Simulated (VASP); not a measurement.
Mg2SO:

```
O Mg S
1.0
     3.40839    0.00000    0.00000
     0.00000    3.40839    0.00000
     0.00000    0.00000    5.03964
O Mg S
1 2 1
Direct
  0.00000 0.00000 0.00000
  0.00000 0.00000 0.50000
  0.50000 0.50000 0.00000
  0.50000 0.50000 0.50000
```

This cell differs from its parent crystal: uniaxial z strain +5.8%.

Base run:

```yaml
Program: VASP 6.6.1
Functional: r2SCAN
Potentials_or_basis: VASP PAW PBE potentials, release 64 (O, Mg, S)
Cutoff: 520 eV
k_mesh: 8 × 8 × 6
Occupations: gaussian, width 0.01 eV
Spin: no spin polarisation
```

Its results: band gap on the k mesh 3.40 eV, direct; pressure -5.3 GPa.

Problem. The run is repeated on the same cell with these changes: functional from r2SCAN to PBE; occupations from gaussian, width 0.01 eV to fermi-dirac, width 0.02 eV. What comes out?

Solution. Band gap on the k mesh 2.65 eV, direct; pressure -2.8 GPa.

Caveats: the PAW data sets were made with another functional, which shifts forces and pressure a little (some runs).

A k mesh can miss the band edges.
